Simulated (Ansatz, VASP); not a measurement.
**Two plane-wave programs on Ga**

POSCAR

```
Ga
1.0
    2.7165137407      0.0000000000      0.0000000000
   -1.3582568703      2.3525699092      0.0000000000
    0.0000000000      0.0000000000      4.2028728621
Ga
2
Direct
    0.3333333333      0.6666666667      0.2500000000
    0.6666666667      0.3333333333      0.7500000000
```

File INCAR.step1:

```
SYSTEM = Ga
PREC = Accurate
ENCUT = 600
ISMEAR = 0
SIGMA = 0.1
LREAL = .False.
LASPH = .True.
NELM = 80
GGA = PE
ALGO = Normal
EDIFF = 1E-4
LWAVE = .True.
LCHARG = .False.
```

The input INCAR.step2:

```
SYSTEM = Ga
PREC = Accurate
ENCUT = 600
EDIFF = 1E-6
ISMEAR = 0
SIGMA = 0.1
LREAL = .False.
LASPH = .True.
NELM = 80
ALGO = Normal
ISIF = 3
LWAVE = .False.
LCHARG = .False.
METAGGA = R2SCAN
LMIXTAU = .True.
IBRION = 2
NSW = 80
EDIFFG = -0.05
ISTART = 1
```

KPOINTS

```
regular mesh
0
Gamma
  12 12 6
  0 0 0
```

Input for Ansatz:

```yaml
crystal:
  lattice:
    - [2.7165137407, 0.0, 0.0]
    - [-1.3582568703, 2.3525699092, 0.0]
    - [0.0, 0.0, 4.2028728621]
  atoms:
    - { symbol: Ga, position: [0.3333333333, 0.6666666667, 0.25] }
    - { symbol: Ga, position: [0.6666666667, 0.3333333333, 0.75] }
basis:
  ecutwfc: 500
kpoints:
  mp_grid: { grid: [12, 12, 6] }
hamiltonian:
  xc: r2scan
scf:
  occupations: { method: gaussian, width: 0.1 }
output:
  forces: true
  stress: true
  eigenvalues: true
relax:
  adjacent_minimum: "off"
  f_tol: 0.05
  max_steps: 60
  cell: { stress_tol: 0.5 }
```

Alike in both runs: task relaxation of cell and atoms; functional r2SCAN; k mesh 12 × 12 × 6; occupations gaussian, width 0.1 eV; no spin polarisation.

|  | VASP | Ansatz |
| --- | --- | --- |
| version | VASP 6.6.1 | Ansatz 0.2.0 |
| potentials or method | VASP PAW PBE potentials, release 64 (Ga_d), cutoff 600 eV | scalar-relativistic, plane waves, PAW |
| valence electrons in the cell | 26 | 26 |

|  | VASP | Ansatz | Ansatz less VASP |
| --- | --- | --- | --- |
| gap on the k mesh at the Fermi level, each at its own relaxed structure (eV) | none | none | - |
| relaxed volume (Å³/atom) | 17.95 | 17.85 | -0.094 |
| relaxed length of the cell vector where the two differ most in proportion (Å) | 4.710 | 4.700 | -0.0100 |

VASP's potentials were made for PBE, not for r2SCAN. A gap of «none» marks a metal or a gap that the smearing closes.

Noted on VASP's run: the volume moved by over 15 % at a fixed basis, so the end points are rough.
